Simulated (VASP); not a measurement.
# Al3GaN4 (P-43m) in VASP: further runs

Runs on Al3GaN4. Level: PBEsol. Tasks: single point.

Everything below comes from runs of VASP 6.6.1. Logs are shortened: lines on timing, memory, paths and dates and some standing lists are left out, and cuts for length are marked.

## Step 1: The cell of the first run

It takes space group P-43m (No. 215, cubic). The conventional cell has a = 4.407 Å, b = 4.407 Å, c = 4.407 Å, α = 90.00°, β = 90.00°, γ = 90.00°. Within 2.5 Å of Al (site symmetry -42m) lie 4 N at 1.90 Å. Ga (site symmetry -43m) has 4 N at 1.95 Å within 2.6 Å. N (site symmetry 3m) has 3 Al at 1.90 Å and 1 Ga at 1.95 Å within 2.5 Å.

## Step 2: Single point, PBEsol

File INCAR:

```
SYSTEM = Al3GaN4
  ALGO = Normal
  EDIFF = 1E-7
  ENCUT = 520
  GGA = PS
  ISIF = 2
  ISMEAR = 0
  LASPH = .TRUE.
  LCHARG = .FALSE.
  LREAL = .FALSE.
  LWAVE = .FALSE.
  NBANDS = 31
  NELM = 80
  PREC = Accurate
  SIGMA = 0.05
```

File KPOINTS:

```
k-points
0
G
  6 6 6
  0 0 0
```

File POSCAR:

```
Al3GaN4
1.0
    4.4069948456      0.0000000000      0.0000000000
    0.0000000000      4.4069948456      0.0000000000
    0.0000000000      0.0000000000      4.4069948456
Al Ga N
3 1 4
Direct
    0.5000000000      0.5000000000      0.0000000000
    0.5000000000      0.0000000000      0.5000000000
    0.0000000000      0.5000000000      0.5000000000
    0.0000000000      0.0000000000      0.0000000000
    0.7447077177      0.7447077177      0.2552922823
    0.7447077177      0.2552922823      0.7447077177
    0.2552922823      0.7447077177      0.7447077177
    0.2552922823      0.2552922823      0.2552922823
```

Potentials or basis: VASP PAW PBE potentials, release 64 (Al, Ga_d, N).

Command:

```bash
$ cat potpaw_PBE.64/Al/POTCAR potpaw_PBE.64/Ga_d/POTCAR potpaw_PBE.64/N/POTCAR > POTCAR
$ mpirun -np 1 vasp_std > vasp.out
```

OUTCAR:

```text
SYSTEM = Al3GaN4
   EDIFF = 1E-7
   ENCUT = 520
   GGA = PS
   ISIF = 2
   ISMEAR = 0
   LASPH = .TRUE.
   LREAL = .FALSE.
   NELM = 80
   PREC = Accurate

 ion  position               nearest neighbor table
   1  0.500  0.500  0.000-   5 1.90   6 1.90   7 1.90   8 1.90   3 3.12   4 3.12   2 3.12   2 3.12
                             3 3.12   2 3.12   4 3.12   2 3.12   3 3.12   4 3.12   3 3.12   4 3.12
   2  0.500  0.000  0.500-   5 1.90   6 1.90   7 1.90   8 1.90   3 3.12   4 3.12   1 3.12   1 3.12
                             4 3.12   1 3.12   3 3.12   1 3.12   3 3.12   4 3.12   4 3.12   3 3.12
   3  0.000  0.500  0.500-   5 1.90   6 1.90   7 1.90   8 1.90   2 3.12   4 3.12   1 3.12   1 3.12
                             4 3.12   2 3.12   4 3.12   4 3.12   1 3.12   2 3.12   1 3.12   2 3.12
   4  0.000  0.000  0.000-   5 1.95   6 1.95   7 1.95   8 1.95   2 3.12   3 3.12   1 3.12   2 3.12
                             3 3.12   1 3.12   3 3.12   3 3.12   1 3.12   2 3.12   2 3.12   1 3.12
   5  0.745  0.745  0.255-   2 1.90   3 1.90   1 1.90   4 1.95
   6  0.745  0.255  0.745-   2 1.90   3 1.90   1 1.90   4 1.95
   7  0.255  0.745  0.745-   2 1.90   3 1.90   1 1.90   4 1.95
   8  0.255  0.255  0.255-   2 1.90   3 1.90   1 1.90   4 1.95

  LATTYP: Found a simple cubic cell.
 ALAT       =     4.4069948456

  Lattice vectors:

 A1 = (   4.4069948456,   0.0000000000,   0.0000000000)
 A2 = (   0.0000000000,   4.4069948456,   0.0000000000)
 A3 = (   0.0000000000,   0.0000000000,   4.4069948456)

Analysis of symmetry for initial positions (statically):
=====================================================================
 Subroutine PRICEL returns:
 Original cell was already a primitive cell.

 Routine SETGRP: Setting up the symmetry group for a
 simple cubic supercell.

 Subroutine GETGRP returns: Found 24 space group operations
 (whereof 24 operations were pure point group operations)
 out of a pool of 48 trial point group operations.

The static configuration has the point symmetry T_d .

Analysis of symmetry for dynamics (positions and initial velocities):
=====================================================================
 Subroutine PRICEL returns:
 Original cell was already a primitive cell.

 Routine SETGRP: Setting up the symmetry group for a
 simple cubic supercell.

 Subroutine GETGRP returns: Found 24 space group operations
 (whereof 24 operations were pure point group operations)
 out of a pool of 48 trial point group operations.

The dynamic configuration has the point symmetry T_d .

 Subroutine INISYM returns: Found 24 space group operations
[... 111 lines left out ...]
   ISYM   =      2    0-nonsym 1-usesym 2-fastsym
   POTIM  = 0.5000    time-step for ionic-motion
   TEBEG  =    0.0;   TEEND  =   0.0 temperature during run
   PSTRESS=    0.0 pullay stress
   NELECT =      42.0000    total number of electrons
   NUPDOWN=      -1.0000    fix difference up-down
   EMIN   =  10.00;   EMAX   =-10.00  energy-range for DOS
   EFERMI =   0.00;   METHOD = LEGACY
   ISMEAR =     0;   SIGMA  =   0.05  broadening in eV -4-tet -1-fermi 0-gaus
   EFERMI_NEDOS =   21; number of points for ismear=-14 and -15
   IALGO  =     38    algorithm
   IMIX   =      4    mixing-type and parameters
     AMIX     =   0.40;   BMIX     =  1.00
     AMIX_MAG =   1.60;   BMIX_MAG =  1.00
  volume/ion in A,a.u.               =      10.70        72.20
  Fermi-wavevector in a.u.,A,eV,Ry     =   1.291265  2.440137 22.685883  1.667365
  Thomas-Fermi vector in A             =   2.423046
   LORBIT       =      0    0 simple, 1 ext, 2 COOP (PROOUT), +10 PAW based schemes
   GGA     = PS    functional components
   LHFCALC =     F    Hartree Fock is set to
   AEXX    =    0.0000 exact exchange contribution
   IVDW    =     0    specifies the selected vdW correction
   LEPSILON=     F    determine dielectric tensor
   LRPA    =     F    only Hartree local field effects (RPA)
 non-spin polarized calculation
 Gauss-broadening in eV      SIGMA  =   0.05
  energy-cutoff  :      520.00
  volume of cell :       85.59
 maximum number of plane-waves:      2325
 NGX is ok and might be reduce to    36
   NGX = 17   NGY = 17   NGZ = 17

 number of electron      41.9999989 magnetization

 Free energy of the ion-electron system (eV)
  ---------------------------------------------------
  ext. energy  EPLUGINS =         0.00000000
  ---------------------------------------------------
  free energy    TOTEN  =       -59.95109928 eV

  energy without entropy =      -59.95109928  energy(sigma->0) =      -59.95109928

 E-fermi :   5.8362     XC(G=0): -11.3281

 val. band max:        5.6175980339   @ k =   0.0000   0.0000   0.0000
 cond. band min:       8.9339620255   @ k =   0.0000   0.0000   0.0000
 fundamental gap:      3.3163639916
 Fermi energy:         5.8361776174

 k-point     1 :       0.0000    0.0000    0.0000
  band No.  band energies     occupation
      1      -9.5381      2.00000
      2      -7.7794      2.00000
      3      -7.7794      2.00000
      4      -7.7794      2.00000
      5      -6.9916      2.00000
      6      -6.9916      2.00000
[... 669 lines left out ...]
     30      16.2613      0.00000
     31      16.2945      0.00000

------------------------ aborting loop because EDIFF is reached ----------------------------------------

  FORCE on cell =-STRESS in cart. coord.  units (eV):
  Direction    XX          YY          ZZ          XY          YZ          ZX
  --------------------------------------------------------------------------------------
  -------------------------------------------------------------------------------------
  Total       -0.0204245     -0.0204245     -0.0204245     -0.0000000      0.0000000      0.0000000
  in kB       -0.3823266     -0.3823266     -0.3823266     -0.0000000      0.0000000      0.0000000
  external PRESSURE =      -0.3823266 kB  Pullay stress =       0.0000000 kB

 VOLUME and BASIS-vectors are now :
 -----------------------------------------------------------------------------
  energy-cutoff  :      520.00
  volume of cell :       85.59
      direct lattice vectors                 reciprocal lattice vectors
     4.406994846  0.000000000  0.000000000     0.226911997  0.000000000  0.000000000
     0.000000000  4.406994846  0.000000000     0.000000000  0.226911997  0.000000000
     0.000000000  0.000000000  4.406994846     0.000000000  0.000000000  0.226911997

 POSITION                                       TOTAL-FORCE (eV/Angst)
 -----------------------------------------------------------------------------------
      2.20350      2.20350      0.00000         0.000000     -0.000000      0.000000
      2.20350      0.00000      2.20350         0.000000      0.000000      0.000000
      0.00000      2.20350      2.20350         0.000000     -0.000000      0.000000
      0.00000      0.00000      0.00000        -0.000000     -0.000000      0.000000
      3.28192      3.28192      1.12507         0.004635      0.004635     -0.004635
      3.28192      1.12507      3.28192         0.004635     -0.004635      0.004635
      1.12507      3.28192      3.28192        -0.004635      0.004635      0.004635
      1.12507      1.12507      1.12507        -0.004635     -0.004635     -0.004635
 -----------------------------------------------------------------------------------
    total drift:                                0.000000      0.000000      0.000000

  FREE ENERGIE OF THE ION-ELECTRON SYSTEM (eV)
  ---------------------------------------------------
  free  energy   TOTEN  =       -59.9510992754 eV

  energy  without entropy=      -59.9510992754  energy(sigma->0) =      -59.95109928
```

stdout:

```text
POSCAR found type information on POSCAR AlGaN
 POSCAR found :  3 types and       8 ions
 scaLAPACK will be used
 -----------------------------------------------------------------------------
|                                                                             |
|                                                                             |
|     You enforced a specific xc type in the INCAR file but a different       |
|     I HOPE YOU KNOW WHAT YOU ARE DOING!                                     |
|                                                                             |
 -----------------------------------------------------------------------------

 LDA part: xc-table for (Slater+PW92), standard interpolation
 POSCAR, INCAR and KPOINTS ok, starting setup
 FFT: planning ... GRIDC
 FFT: planning ... GRID_SOFT
 FFT: planning ... GRID
 WAVECAR not read
 entering main loop
```

It took 62 s on 1 thread of AMD EPYC 7R13 (Zen 3), shared host; peak memory 0.19 GiB.

What came out:

| Quantity | Value |
| --- | --- |
| Free energy | -59.9511 eV |
| Pressure | 0.0 GPa |
| Largest force | 0.008 eV/Å |
| Band gap on the k mesh | 3.32 eV, direct |

Forces on the atoms (eV/Å):
```
Al   0.000  0.000  0.000
Al   0.000  0.000  0.000
Al   0.000  0.000  0.000
Ga   0.000  0.000  0.000
N    0.005  0.005 -0.005
N    0.005 -0.005  0.005
N   -0.005  0.005  0.005
N   -0.005 -0.005 -0.005
```

Caveat: the PAW data sets were made with another functional, which shifts forces and pressure a little. PBEsol gaps usually lie below the measured ones, often by a third to a half.

## Step 3: Single point, PBEsol (equal strain along all axes, cell held: -3.0 %, then relaxed in part)

File INCAR:

```
SYSTEM = Al3GaN4
  ALGO = Normal
  EDIFF = 1E-7
  ENCUT = 520
  GGA = PS
  ISIF = 2
  ISMEAR = 0
  LASPH = .True.
  LCHARG = .False.
  LREAL = .False.
  LWAVE = .False.
  NBANDS = 31
  NELM = 100
  PREC = Accurate
  SIGMA = 0.02
```

File KPOINTS:

```
k-points
0
Gamma
  6 6 6
  0 0 0
```

File POSCAR:

```
Al3GaN4
1.0
    4.2747850003      0.0000000000      0.0000000000
    0.0000000000      4.2747850003      0.0000000000
    0.0000000000      0.0000000000      4.2747850003
Al Ga N
3 1 4
Direct
    0.5000000000      0.5000000000      0.0000000000
    0.5000000000      0.0000000000      0.5000000000
    0.0000000000      0.5000000000      0.5000000000
    0.0000000000      0.0000000000      0.0000000000
    0.7445542782      0.7445542782      0.2554457218
    0.7445542782      0.2554457218      0.7445542782
    0.2554457218      0.7445542782      0.7445542782
    0.2554457218      0.2554457218      0.2554457218
```

Potentials or basis: VASP PAW PBE potentials, release 64 (Al, Ga_d, N).

Command:

```bash
$ cat potpaw_PBE.64/Al/POTCAR potpaw_PBE.64/Ga_d/POTCAR potpaw_PBE.64/N/POTCAR > POTCAR
$ mpirun -np 1 vasp_std > vasp.out
```

It took 42 s on 1 thread of Intel Xeon Platinum 8488C (Sapphire Rapids), shared host; peak memory 0.19 GiB.

Results (log left out):

- Free energy: -59.4778 eV
- Pressure: 21.7 GPa
- Largest force: 0.022 eV/Å
- Band gap on the k mesh: 3.37 eV, indirect (least direct gap 3.38 eV)

Forces in eV/Å, atoms in the order of the input:
```
Al   0.000  0.000  0.000
Al   0.000  0.000  0.000
Al   0.000  0.000  0.000
Ga   0.000  0.000  0.000
N    0.013  0.013 -0.013
N    0.013 -0.013  0.013
N   -0.013  0.013  0.013
N   -0.013 -0.013 -0.013
```

Levels at points of the mesh, in eV from the valence-band top:
```
           k point  band 17  band 18  band 19  band 20  band 21  band 22  band 23  band 24  band 25  band 26
(0.00, 0.00, 0.00)    -2.12    -2.12    -0.01    -0.01    -0.01     3.37     3.37     3.37     4.19     7.47
(0.50, 0.00, 0.00)    -2.68    -1.33    -1.33    -0.99    -0.99     5.95     6.03     6.27     6.27     9.31
(0.50, 0.50, 0.00)    -2.72    -0.90    -0.56    -0.56    -0.56     7.82     7.82     7.96     8.07     8.54
(0.50, 0.50, 0.50)    -0.61    -0.61    -0.38    -0.38    -0.38     6.26     7.68     7.68     7.68     9.90
```

Caveat: the cell differs from its parent crystal (equal strain along all axes, cell held: -3.0 %, then relaxed in part); the PAW data sets were made with another functional, which shifts forces and pressure a little. A k mesh can miss the band edges.

[end of part 1 of 2]
